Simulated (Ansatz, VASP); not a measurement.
One calculation of Ga, two programs

Contents of INCAR:

```
PREC     = Accurate       # precision mode
ENCUT    = 520            # plane-wave cutoff, eV
EDIFF    = 1E-7           # SCF threshold, eV
ISMEAR   = -1             # smearing method
SIGMA    = 0.1            # smearing width, eV
LREAL    = F              # projectors in reciprocal space
LASPH    = T              # aspherical terms in the spheres
NELM     = 100            # most SCF steps
ALGO     = Normal         # electronic algorithm
ISIF     = 2              # what is computed and relaxed
LWAVE    = F              # write WAVECAR
LCHARG   = F              # write CHGCAR
GGA      = RE             # functional
NBANDS   = 26             # bands
```

KPOINTS

```
Automatic mesh
0
Gamma
  9 9 12
```

POSCAR

```
Ga
1.0
    4.8715049493      0.0000000000      0.0000000000
   -2.4357524747      4.2188470407      0.0000000000
    0.0000000000      0.0000000000      3.1276166796
Ga
3
Direct
    0.0000000000      0.0000000000      0.0000000000
    0.3333333333      0.6666666667      0.5000000000
    0.6666666667      0.3333333333      0.5000000000
```

Input for Ansatz:

```yaml
crystal:
  lattice:
    - [4.8715049493, 0.0, 0.0]
    - [-2.4357524747, 4.2188470407, 0.0]
    - [0.0, 0.0, 3.1276166796]
  atoms:
    - { symbol: Ga, position: [0.0, 0.0, 0.0] }
    - { symbol: Ga, position: [0.3333333333, 0.6666666667, 0.5] }
    - { symbol: Ga, position: [0.6666666667, 0.3333333333, 0.5] }
hamiltonian:
  xc: revpbe
  pseudopotentials:
    kind: paw
    azcp:
      Ga: "pseudopotentials/Ga.paw.azcp"
basis:
  ecutwfc: 420
  fft_grid_basis: typed
kpoints:
  mp_grid: { grid: [9, 9, 12], shift: [0, 0, 0] }
magnetization:
  spin_polarized: false
scf:
  occupations: { method: fermi_dirac, width: 0.1 }
  lower_state_search: "off"
output:
  stress: true
```

Alike in both runs: task single point; functional revPBE; k mesh 9 × 9 × 12; occupations fermi-dirac, width 0.1 eV; no spin polarisation.

|  | VASP | Ansatz |
| --- | --- | --- |
| version | VASP 6.6.1 | Ansatz 0.2.0 |
| potentials or method | VASP PAW PBE potentials, release 64 (Ga_d), cutoff 520 eV | plane waves (420 eV) with PAW, scalar-relativistic |
| valence electrons in the cell | 39 | 39 |

Ansatz gave:

* pressure (GPa): -2.6
* traceless stress, the component that is largest in VASP (GPa): -0.19

Problem. Which values does VASP return?

Solution. Pressure (GPa): -2.4; traceless stress, the component that is largest in VASP (GPa): -0.22.

VASP's potentials were made for PBE, not for revPBE.
